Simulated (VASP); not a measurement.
## Ag: single point with PBEsol

Ag:

```xyz
2
Lattice="2.7524 0.0000 0.0000 -1.3762 2.3836 0.0000 0.0000 0.0000 5.0660" Properties=species:S:1:pos:R:3 pbc="T T T"
Ag    0.0000    1.5891    1.2665
Ag    1.3762    0.7945    3.7995
```

This cell differs from its parent crystal: strain -0.040 along x and y, +0.080 along z.

```json
{"Program": "VASP 6.6.1", "Task": "single point", "Functional": "PBEsol", "Potentials or basis": "VASP PAW PBE potentials, release 64 (Ag)", "Cutoff": "520 eV", "k mesh": "24 × 24 × 14", "Occupations": "gaussian, width 0.15 eV", "Spin": "no spin polarisation"}
```

The pressure is 2.4 GPa and the band gap on the k mesh is zero (bands 11 and 12 overlap by 8.10 eV).

Stress tensor (GPa, compression positive):
```
 7.13  0.00  0.00
 0.00  7.13  0.00
 0.00  0.00 -6.99
```

Levels at points of the mesh, in eV from the Fermi level:
| k point | band 7 | band 8 | band 9 | band 10 | band 11 | band 12 | band 13 | band 14 | band 15 | band 16 |
| --- | --- | --- | --- | --- | --- | --- | --- | --- | --- | --- |
| (0.00, 0.00, 0.00) | -4.74 | -3.79 | -3.79 | -3.14 | -3.14 | -1.37 | 2.11 | 15.00 | 16.55 | 18.26 |
| (0.50, 0.00, 0.00) | -3.74 | -3.15 | -2.69 | -2.62 | 0.35 | 1.99 | 6.42 | 6.70 | 8.99 | 9.96 |
| (0.00, 0.00, 0.50) | -4.87 | -4.87 | -3.40 | -3.40 | -3.40 | -3.40 | 8.75 | 8.75 | 16.91 | 16.91 |
| (0.50, 0.00, 0.50) | -3.26 | -3.26 | -2.65 | -2.65 | 0.79 | 0.79 | 5.05 | 5.05 | 12.61 | 12.61 |

It took 100 s on 1 thread of Intel(R) Xeon(R) 6975P-C (Granite Rapids) (shared host), peak memory 0.33 GiB.

Caveat: the cell differs from its parent crystal (strain -0.040 along x and y, +0.080 along z); the stress differs along the axes, from -7 to 7 GPa; the PAW data sets were made with another functional, which shifts forces and pressure a little.
